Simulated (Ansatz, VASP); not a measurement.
# BaTe: VASP beside Ansatz

INCAR

```
ALGO = Normal
EDIFF = 1E-6
ENCUT = 500
GGA = PE
GGA_COMPAT = False
ISIF = 2
ISMEAR = -1
LASPH = True
LCHARG = False
LREAL = False
LWAVE = False
NBANDS = 15
NELM = 120
PREC = Accurate
SIGMA = 0.001
```

The input KPOINTS:

```
k-points
0
Gamma
  4 4 4
```

File POSCAR:

```
BaTe
1.0
    0.0000000000      3.5323793130      3.5323793130
    3.5323793130      0.0000000000      3.5323793130
    3.5323793130      3.5323793130      0.0000000000
Ba Te
1 1
Direct
    0.0000000000      0.0000000000      0.0000000000
    0.5000000000      0.5000000000      0.5000000000
```

Input for Ansatz:

```yaml
crystal:
  lattice:
    - [0.0, 3.532379313, 3.532379313]
    - [3.532379313, 0.0, 3.532379313]
    - [3.532379313, 3.532379313, 0.0]
  atoms:
    - { symbol: Ba, position: [0.0, 0.0, 0.0] }
    - { symbol: Te, position: [0.5, 0.5, 0.5] }
kpoints:
  mp_grid: { grid: [4, 4, 4] }
hamiltonian:
  xc: pbe
scf:
  occupations: { method: fermi_dirac, width: 0.001 }
  n_extra_bands: 4
output:
  forces: true
  stress: true
  eigenvalues: true
```

Alike in both runs: task single point; functional PBE; k mesh 4 × 4 × 4; occupations fermi-dirac, width 0.001 eV; no spin polarisation.

|  | VASP | Ansatz |
| --- | --- | --- |
| version | VASP 6.6.1 | Ansatz 0.2.0 |
| potentials or method | VASP PAW PBE potentials, release 64 (Ba_sv, Te) | plane waves |
| plane-wave cutoff (eV) | 500 | 420 |
| valence electrons in the cell | 16 | 26 |

```csv
,VASP,Ansatz,Ansatz less VASP
gap on the k mesh at the Fermi level (eV),1.57,1.65,+0.078
pressure (GPa),0.4,0.0,-0.31
```

VASP's potentials hold 16 valence electrons a cell and Ansatz's 26, so a difference there can come from the potentials and not from the codes.

Spin-orbit coupling is off throughout.
